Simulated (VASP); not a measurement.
Wanted: the native input for a VASP 6.6.1 run.

* Task: relaxation of cell and atoms
* Functional: PBE
* Potentials or basis: VASP PAW PBE potentials, release 64 (Co, Si)
* Cutoff: 600 eV
* k mesh: 15 × 15 × 15
* Occupations: fermi-dirac, width 0.1 eV
* Spin: no spin polarisation
* Target pressure: 34 GPa
* Dipole correction: no
* Further INCAR settings: ALGO = Normal; EDIFF = 1e-07; IBRION = 2; EDIFFG = -0.005; NSW = 32; ISIF = 3

The structure of CoSi (rocksalt type) lies in POSCAR:

```
CoSi
1.0
    0.0000000000      2.2169224690      2.2169224690
    2.2169224690      0.0000000000      2.2169224690
    2.2169224690      2.2169224690      0.0000000000
Co Si
1 1
Direct
    0.0000000000      0.0000000000      0.0000000000
    0.5000000000      0.5000000000      0.5000000000
```

These files were run (other wordings do the same):

INCAR

```
SYSTEM = CoSi
ALGO     = Normal         ! electronic algorithm
EDIFF    = 1E-7           ! SCF threshold, eV
EDIFFG   = -0.005         ! ionic threshold
ENCUT    = 600            ! plane-wave cutoff, eV
GGA      = PE             ! functional
IBRION   = 2              ! ionic algorithm
ISIF     = 3              ! what is computed and relaxed
ISMEAR   = -1             ! smearing method
LASPH    = .TRUE.         ! aspherical terms in the spheres
LCHARG   = .FALSE.        ! write CHGCAR
LREAL    = .FALSE.        ! projectors in reciprocal space
LWAVE    = .FALSE.        ! write WAVECAR
NELM     = 60             ! most SCF steps
NSW      = 32             ! ionic steps
PREC     = Accurate       ! precision mode
PSTRESS  = 340.0        
SIGMA    = 0.1            ! smearing width, eV
```

KPOINTS

```
k-points
0
G
  15 15 15
  0 0 0
```

Potentials or basis: VASP PAW PBE potentials, release 64 (Co, Si).

The run is started by

```bash
$ cat potpaw_PBE.64/Co/POTCAR potpaw_PBE.64/Si/POTCAR > POTCAR
$ mpirun -np 1 vasp_std > vasp.out
```

It gave:

```
Pressure after relaxing : 34.1 GPa
```

Caveat: the relaxation stopped at its first step, so nothing moved; the cell is relaxed towards a set pressure, so the enthalpy falls and the energy may rise.

Run time: 29 s on 1 thread of Intel(R) Xeon(R) Platinum 8375C CPU @ 2.90GHz (Ice Lake), with other jobs on the host, peak memory 0.18 GiB.
